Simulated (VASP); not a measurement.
Wanted: the native input for a VASP 6.6.1 run.

```yaml
Task: single point
Functional: PBEsol
Potentials_or_basis: VASP PAW PBE potentials, release 64 (V_sv, O)
Cutoff: 520 eV
k_mesh: 8 × 4 × 6
Occupations: gaussian, width 0.02 eV
Spin: no spin polarisation
Dipole_correction: no
Further_INCAR_settings: ALGO = Normal; EDIFF = 1e-06; NBANDS = 69
```

The structure of V2O5 lies in POSCAR:

```
V2O5
1.0
    3.5371709273      0.0000000000      0.0000000000
    0.0000000000     11.5090692624      0.0000000000
    0.0000000000      0.0000000000      4.3755352843
V O
4 10
Direct
    0.0000000000      0.8513980801      0.1125638096
    0.0000000000      0.1486019199      0.1125638096
    0.5000000000      0.3513980801      0.8874361904
    0.5000000000      0.6486019199      0.8874361904
    0.0000000000      0.8537626251      0.4731557187
    0.0000000000      0.1462373749      0.4731557187
    0.5000000000      0.3537626251      0.5268442813
    0.5000000000      0.6462373749      0.5268442813
    0.0000000000      0.6815596566      0.9936585783
    0.0000000000      0.3184403434      0.9936585783
    0.5000000000      0.1815596566      0.0063414217
    0.5000000000      0.8184403434      0.0063414217
    0.0000000000      0.0000000000      1.0064294929
    0.5000000000      0.5000000000     -0.0064294929
```

One way to write it, as run:

INCAR

```
SYSTEM = V2O5
ALGO = Normal ; EDIFF = 1E-6
ENCUT = 520 ; GGA = PS
ISIF = 2 ; ISMEAR = 0
LASPH = .True. ; LCHARG = .False.
LREAL = .False. ; LWAVE = .False.
NBANDS = 69 ; NELM = 100
PREC = Accurate ; SIGMA = 0.02
```

KPOINTS

```
k-points
0
Gamma
  8 4 6
  0 0 0
```

Potentials or basis: VASP PAW PBE potentials, release 64 (V_sv, O).

Run with:

```console
$ cat potpaw_PBE.64/V_sv/POTCAR potpaw_PBE.64/O/POTCAR > POTCAR
$ mpirun -np 1 vasp_std > vasp.out
```

It gave:

```yaml
Pressure: 1.3 GPa
Largest_force: 0.522 eV/Å
Band_gap_on_the_k_mesh: 1.81 eV (least direct gap 2.07 eV)
```

Caveat: the PAW data sets were made with another functional, which shifts forces and pressure a little.

It took 12 min on 1 thread of Intel(R) Xeon(R) 6975P-C (Granite Rapids) (shared host), peak memory 0.61 GiB.
